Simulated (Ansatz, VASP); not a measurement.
## Two plane-wave programs on CuF

INCAR

```
SYSTEM = CuF
PREC     = Accurate       ! precision mode
ENCUT    = 520            ! plane-wave cutoff, eV
EDIFF    = 1E-7           ! SCF threshold, eV
ISMEAR   = -1             ! smearing method
SIGMA    = 0.02           ! smearing width, eV
LREAL    = .False.        ! projectors in reciprocal space
LASPH    = .True.         ! aspherical terms in the spheres
NELM     = 80             ! most SCF steps
ALGO     = Normal         ! electronic algorithm
ISIF     = 2              ! what is computed and relaxed
LWAVE    = .False.        ! write WAVECAR
LCHARG   = .True.         ! write CHGCAR
GGA      = PE             ! functional
LELF     = .True.         ! ELF
LVHAR    = .True.       
NBANDS   = 26             ! bands
```

The input KPOINTS:

```
regular mesh
0
Gamma
  4 4 4
  0 0 0
```

Contents of POSCAR:

```
CuF
1.0
    2.7625361970      0.0000000000      0.0000000000
   -1.3812680985      2.3924265254      0.0000000000
    0.0000000000      0.0000000000      6.4019833364
Cu F
2 2
Direct
    0.0000000000      0.0000000000      0.0000000000
    0.0000000000      0.0000000000      0.5000000000
    0.3333333333      0.6666666667      0.2500000000
    0.6666666667      0.3333333333      0.7500000000
```

Input for Ansatz:

```yaml
crystal:
  lattice:
    - [2.762536197, 0.0, 0.0]
    - [-1.3812680985, 2.3924265254, 0.0]
    - [0.0, 0.0, 6.4019833364]
  atoms:
    - { symbol: Cu, position: [0.0, 0.0, 0.0] }
    - { symbol: Cu, position: [0.0, 0.0, 0.5] }
    - { symbol: F, position: [0.3333333333, 0.6666666667, 0.25] }
    - { symbol: F, position: [0.6666666667, 0.3333333333, 0.75] }
kpoints:
  mp_grid: { grid: [4, 4, 4] }
hamiltonian:
  xc: pbe
scf:
  occupations: { method: fermi_dirac, width: 0.02 }
  n_extra_bands: 5
output:
  forces: true
  stress: true
  eigenvalues: true
```

Alike in both runs: task single point; functional PBE; k mesh 4 × 4 × 4; occupations fermi-dirac, width 0.02 eV; no spin polarisation.

|  | VASP | Ansatz |
| --- | --- | --- |
| version | VASP 6.6.1 | Ansatz 0.2.0 |
| potentials or method | VASP PAW PBE potentials, release 64 (Cu, F) | plane waves |
| plane-wave cutoff (eV) | 520 | 420 |
| valence electrons in the cell | 36 | 52 |

```csv
,VASP,Ansatz,Ansatz less VASP
pressure (GPa),6.2,6.3,+0.09
"traceless stress, the component that is largest in VASP (GPa)",1.71,1.72,+0.003
```

The functional is the same, so the differences come from potentials, cutoffs and numerics. VASP's potentials hold 36 valence electrons a cell and Ansatz's 52, so a difference there can come from the potentials and not from the codes.

The k mesh is coarse, so the values compare programs but aren't converged.
